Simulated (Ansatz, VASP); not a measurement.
# One calculation of N, two programs

INCAR

```
SYSTEM = N
  PREC = Accurate
  ENCUT = 910
  EDIFF = 1E-6
  ISMEAR = 0
  SIGMA = 0.01
  LREAL = .FALSE.
  LASPH = .TRUE.
  NELM = 120
  ALGO = Normal
  ISIF = 2
  LWAVE = .FALSE.
  LCHARG = .FALSE.
  GGA = PS
  NBANDS = 30
  GGA_COMPAT = .FALSE.
```

File KPOINTS:

```
Automatic mesh
0
G
  6 6 6
  0 0 0
```

File POSCAR:

```
N
1.0
    5.5605176600      0.0000000000      0.0000000000
    0.0000000000      5.5605176600      0.0000000000
    0.0000000000      0.0000000000      5.5605176600
N
8
Direct
    0.0573973300      0.4426026700      0.5573973300
    0.4426026700      0.5573973300      0.0573973300
    0.5573973300      0.0573973300      0.4426026700
    0.9426026700      0.9426026700      0.9426026700
    0.9426026700      0.5573973300      0.4426026700
    0.5573973300      0.4426026700      0.9426026700
    0.4426026700      0.9426026700      0.5573973300
    0.0573973300      0.0573973300      0.0573973300
```

The input input.yaml:

```yaml
crystal:
  lattice:
    - [5.56051766, 0.0, 0.0]
    - [0.0, 5.56051766, 0.0]
    - [0.0, 0.0, 5.56051766]
  atoms:
    - { symbol: "N", position: [0.05739733, 0.44260267, 0.55739733] }
    - { symbol: "N", position: [0.44260267, 0.55739733, 0.05739733] }
    - { symbol: "N", position: [0.55739733, 0.05739733, 0.44260267] }
    - { symbol: "N", position: [0.94260267, 0.94260267, 0.94260267] }
    - { symbol: "N", position: [0.94260267, 0.55739733, 0.44260267] }
    - { symbol: "N", position: [0.55739733, 0.44260267, 0.94260267] }
    - { symbol: "N", position: [0.44260267, 0.94260267, 0.55739733] }
    - { symbol: "N", position: [0.05739733, 0.05739733, 0.05739733] }
kpoints:
  mp_grid: { grid: [6, 6, 6] }
  band_path:
    path:
      - [0.0, 0.0, 0.0]
      - [0.0, 0.5, 0.0]
      - [0.5, 0.5, 0.0]
      - [0.5, 0.5, 0.5]
      - [0.5, 0.0, 0.0]
      - [0.0, 0.0, 0.5]
    npoints: 1
hamiltonian:
  xc: pbesol
scf:
  occupations: { method: fixed }
  n_extra_bands: 6
output:
  forces: true
  stress: true
  eigenvalues: true
  write_density: true
  write_potential: true
  elf: true
  volumetric_format: npy
```

Alike in both runs: functional PBEsol; k mesh 6 × 6 × 6; no spin polarisation.

|  | VASP | Ansatz |
| --- | --- | --- |
| version | VASP 6.6.1 | Ansatz 0.2.0 |
| potentials or method | VASP PAW PBE potentials, release 64 (N_h) | Ansatz PAW |
| plane-wave cutoff (eV) | 910 | 420 |
| occupations | gaussian, width 0.01 eV | fixed |
| valence electrons in the cell | 40 | 40 |
| task | single point | band structure |

|  | VASP | Ansatz | Ansatz less VASP |
| --- | --- | --- | --- |
| gap on the k mesh at the Fermi level (eV) | 7.24 | 7.24 | -0.002 |
| least direct gap on the mesh (eV) | 7.27 | 7.27 | -0.002 |
| rms of the force components (eV/Å) | 0.395 | 0.505 | +0.1104 |

VASP's potentials were made for PBE, not for PBEsol. Atom by atom the forces differ by 0.110 eV/Å (rms over components).

Noted on VASP's run: the cutoff is short for stress, so the pressure is rough.
